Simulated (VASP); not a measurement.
Input of a VASP 6.6.1 run:

The input INCAR:

```
SYSTEM = Nb
ALGO     = Normal         ! electronic algorithm
EDIFF    = 1E-6           ! SCF threshold, eV
ENCUT    = 500            ! plane-wave cutoff, eV
GGA_COMPAT= .False.      
ISIF     = 2              ! what is computed and relaxed
ISMEAR   = -1             ! smearing method
LASPH    = .True.         ! aspherical terms in the spheres
LCHARG   = .False.        ! write CHGCAR
LREAL    = .False.        ! projectors in reciprocal space
LWAVE    = .False.        ! write WAVECAR
NBANDS   = 12             ! bands
NELM     = 120            ! most SCF steps
PREC     = Accurate       ! precision mode
SIGMA    = 0.1            ! smearing width, eV
```

Contents of KPOINTS:

```
k-points
0
Gamma
  9 9 9
  0 0 0
```

The input POSCAR:

```
Nb
1.0
    2.6374422801      0.0000000000      0.0000000000
    0.0000000000      2.6374422801      0.0000000000
    0.0000000000      0.0000000000      2.6374422801
Nb
1
Direct
    0.0000000000      0.0000000000      0.0000000000
```

Potentials or basis: VASP PAW LDA potentials, release 64 (Nb_sv).

Command:

```bash
$ cat potpaw_LDA.64/Nb_sv/POTCAR > POTCAR
$ mpirun -np 1 vasp_std > vasp.out
```

(1) Estimate the pressure.

Results:

(1) 2.8 GPa.
